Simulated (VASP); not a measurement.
TePb, 4 atoms in the cell. It takes space group P6_3/mmc (No. 194, hexagonal). Conventional cell: a = 4.253 Å, b = 4.253 Å, c = 6.933 Å, α = 90.00°, β = 90.00°, γ = 120.00°. Pb (site symmetry -3m) has 6 Te at 3.01 Å and 2 Pb at 3.47 Å within 4.0 Å. Within 4.0 Å of Te (site symmetry -6m2) lie 6 Pb at 3.01 Å. 

- Program: VASP 6.6.1
- Task: relaxation of cell and atoms
- Functional: PBE
- Potentials or basis: VASP PAW PBE potentials, release 64 (Pb_d, Te)
- Cutoff: 600 eV
- k mesh: 6 × 6 × 4
- Occupations: fermi-dirac, width 0.02 eV
- Spin: no spin polarisation
- Dipole correction: no
- Further INCAR settings: ALGO = Normal; EDIFF = 1e-06; IBRION = 2; EDIFFG = -0.005; NSW = 80; ISIF = 3

Potentials or basis: VASP PAW PBE potentials, release 64 (Pb_d, Te).

The run is started by

```bash
$ cat potpaw_PBE.64/Pb_d/POTCAR potpaw_PBE.64/Te/POTCAR > POTCAR
$ mpirun -np 1 vasp_std > vasp.out
```

Hardware: 1 thread of Intel Xeon 8259CL (shared host).

**Question.** How long does it take, and how much memory?

**Answer.** Wall time 11 min on 1 thread of Intel Xeon 8259CL, on a shared host, peak memory 0.31 GiB. Counts: scf iterations 79, k points 21, ion steps 10.
